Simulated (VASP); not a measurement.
Runs of VASP 6.6.1 on KI. The structure is that of space group Fm-3m (No. 225), or close to it. The cells are those of the table. 

```csv
task,level,spin,cell,k mesh,cutoff (eV),smearing,dipole correction,grid for exact exchange (PRECFOCK),share of exact exchange,screening parameter,tolerance level,gap on the mesh (eV),pressure (GPa),relaxed volume (Å³/atom)
single point,PBE-based screened hybrid with 10 % exact exchange,off,"a = 4.996 Å, angles 60.0°, 2 atoms",4 × 4 × 4,520,fermi-dirac 0.05 eV,no,Normal,0.1,0.20787 1/Å,-,4.35,0.5,-
single point,PBEsol,"non-collinear, zero start, SOC","a = 4.996 Å, angles 60.0°, 2 atoms",7 × 7 × 7,520,fermi-dirac 0.05 eV,no,-,-,-,-,-,-0.2,-
relaxation of cell and atoms,PBE0,off,"relaxed from a = 5.094 Å, angles 60.0°, 2 atoms",4 × 4 × 4,390,gaussian 0.03 eV,-,Normal,0.25,-,standard,5.59,0.0,45.44
relaxation of cell and atoms,PBE0,off,"relaxed from a = 5.094 Å, angles 60.0°, 2 atoms",4 × 4 × 4,590,gaussian 0.03 eV,-,Accurate,0.25,-,standard,5.59,0.0,(a)
single point,PBEsol+D4,off,"a = 4.904 Å, angles 60.0°, 2 atoms",7 × 7 × 7,520,fermi-dirac 0.05 eV,no,-,-,-,-,(b),0.1,-
single point,PBEsol,off,"a = 4.953 Å, angles 60.0°, 2 atoms",7 × 7 × 7,520,fermi-dirac 0.05 eV,no,-,-,-,-,(c),0.0,-
single point,PBEsol+D3(BJ),off,"a = 4.996 Å, angles 60.0°, 2 atoms",7 × 7 × 7,520,fermi-dirac 0.05 eV,no,-,-,-,-,3.81,(d),-
single point,PBEsol+D3(BJ),off,"a = 4.839 Å, angles 60.0°, 2 atoms",7 × 7 × 7,520,fermi-dirac 0.05 eV,no,-,-,-,-,4.03,0.0,-
```

Alike in all rows: potentials or basis VASP PAW PBE potentials, release 64 (I, K_sv).

Problem. Fill in the values left out.

Solution. (a) 45.46; (b) 3.94; (c) 3.87; (d) -1.1.

Caveats: the PAW data sets were made with another functional, which shifts forces and pressure a little; spin-orbit coupling is left out, which moves the levels of the heavy elements (at least some runs); three body term missing (at least some runs); an odd mesh through Γ misses points on the zone boundary, where band edges can lie (at least some runs).

A k mesh can miss the band edges, and rows without SOC leave out spin-orbit coupling on I.
